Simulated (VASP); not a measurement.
A run of VASP 6.6.1 is set up as follows.

File INCAR:

```
SYSTEM = ZrC
PREC = Accurate
ENCUT = 520
EDIFF = 1E-6
ISMEAR = -1
SIGMA = 0.05
LREAL = .FALSE.
LASPH = .TRUE.
NELM = 80
ALGO = Normal
ISIF = 2
LWAVE = .FALSE.
LCHARG = .TRUE.
GGA = PE
LELF = .TRUE.
LVHAR = .TRUE.
NBANDS = 15
```

The input KPOINTS:

```
Automatic mesh
0
G
  15 15 15
  0 0 0
```

Contents of POSCAR:

```
ZrC
1.0
   -0.0470042000      2.3267079000      2.3267079000
    2.3267079000     -0.0470042000      2.3267079000
    2.3267079000      2.3267079000     -0.0470042000
Zr C
1 1
Direct
    0.5000000000      0.5000000000      0.5000000000
    0.0000000000      0.0000000000      0.0000000000
```

Potentials or basis: VASP PAW PBE potentials, release 64 (Zr_sv, C).

Command:

```sh
$ cat potpaw_PBE.64/Zr_sv/POTCAR potpaw_PBE.64/C/POTCAR > POTCAR
$ mpirun -np 1 vasp_std > vasp.out
```

Problem. What does it give for the pressure?

Solution. 1.5 GPa.

Problem. What does it give for the band gap on the k mesh?

Solution. Zero (band 8 reaches 10.57 eV, above the bottom of band 9 at 9.35 eV).

Stress tensor (GPa, compression positive):
```
1.50 2.98 2.98
2.98 1.50 2.98
2.98 2.98 1.50
```

Caveat: the cell differs from its parent crystal (equal xy, yz and zx shear strains of -2 %).
